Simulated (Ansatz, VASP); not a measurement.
## Two plane-wave programs on Be3NbP

```
CELL_PARAMETERS angstrom
4.01250 0.00000 0.00000
0.00000 4.01250 0.00000
0.00000 0.00000 4.01250
ATOMIC_POSITIONS crystal
Be 0.00000 0.50000 0.50000
Be 0.50000 0.50000 0.00000
Be 0.50000 0.00000 0.50000
Nb 0.00000 0.00000 0.00000
P 0.50000 0.50000 0.50000
```

Change from the starting cell: species swapped into the AlFe3C type (Pm-3m, No. 221).

Alike in both runs: functional PBE; k mesh 10 × 10 × 10; occupations gaussian, width 0.1 eV; collinear spin.

Ansatz relaxed the structure, and its values are those at the end. VASP's run is a single point on that final structure, the one shown.

|  | VASP | Ansatz |
| --- | --- | --- |
| version | VASP 6.6.1 | Ansatz 0.2.0 |
| potentials or method | VASP PAW PBE potentials, release 64 (Be, Nb_sv, P), cutoff 600 eV | scalar-relativistic, plane waves, PAW |
| valence electrons in the cell | 24 | 24 |

|  | VASP | Ansatz | Ansatz less VASP |
| --- | --- | --- | --- |
| gap on the k mesh at the Fermi level (eV) | none | none | - |
| pressure (GPa) | 0.0 | 0.0 | +0.03 |
| net moment per atom (μB) | 0.00 | 0.00 | 0.000 |

A gap of «none» marks a metal or a gap that the smearing closes. Ansatz's warnings: seeded moment not kept.
